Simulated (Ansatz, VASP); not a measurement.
**One calculation of TePb, two programs**

Contents of INCAR:

```
ALGO     = Normal         # electronic algorithm
EDIFF    = 1E-6           # SCF threshold, eV
ENCUT    = 520            # plane-wave cutoff, eV
GGA      = PE             # functional
ISIF     = 2              # what is computed and relaxed
ISMEAR   = 0              # smearing method
LASPH    = T              # aspherical terms in the spheres
LCHARG   = T              # write CHGCAR
LELF     = T              # ELF
LREAL    = F              # projectors in reciprocal space
LVHAR    = T            
LWAVE    = F              # write WAVECAR
NBANDS   = 17             # bands
NELM     = 80             # most SCF steps
PREC     = Accurate       # precision mode
SIGMA    = 0.05           # smearing width, eV
```

The input KPOINTS:

```
k-points
0
Gamma
  8 8 8
```

The input POSCAR:

```
TePb
1.0
    4.0319203042      0.0000000000      0.0000000000
    0.0000000000      4.0319203042      0.0000000000
    0.0000000000      0.0000000000      4.0319203042
Pb Te
1 1
Direct
    0.0000000000      0.0000000000      0.0000000000
    0.5000000000      0.5000000000      0.5000000000
```

Input for Ansatz:

```yaml
crystal:
  lattice:
    - [4.0319203042, 0.0, 0.0]
    - [0.0, 4.0319203042, 0.0]
    - [0.0, 0.0, 4.0319203042]
  atoms:
    - { symbol: Pb, position: [0.0, 0.0, 0.0] }
    - { symbol: Te, position: [0.5, 0.5, 0.5] }
basis:
  ecutwfc: 420
  ecutrho_ratio: 4
kpoints:
  mp_grid: { grid: [8, 8, 8] }
hamiltonian:
  xc: pbe
scf:
  occupations: { method: gaussian, width: 0.05 }
output:
  forces: true
  stress: true
  eigenvalues: true
```

Alike in both runs: task single point; functional PBE; k mesh 8 × 8 × 8; occupations gaussian, width 0.05 eV; no spin polarisation.

```csv
,VASP,Ansatz
version,VASP 6.6.1,Ansatz 0.2.0
potentials or method,"VASP PAW PBE potentials, release 64 (Pb_d, Te), cutoff 520 eV","scalar-relativistic, plane waves, PAW"
valence electrons in the cell,20,30
```

```csv
,VASP,Ansatz,Ansatz less VASP
gap on the k mesh at the Fermi level (eV),none,none,-
pressure (GPa),-0.9,-0.8,+0.05
```

A gap of «none» marks a metal or a gap that the smearing closes. VASP's potentials hold 20 valence electrons a cell and Ansatz's 30, so a difference there can come from the potentials and not from the codes.

Spin-orbit coupling is off throughout.
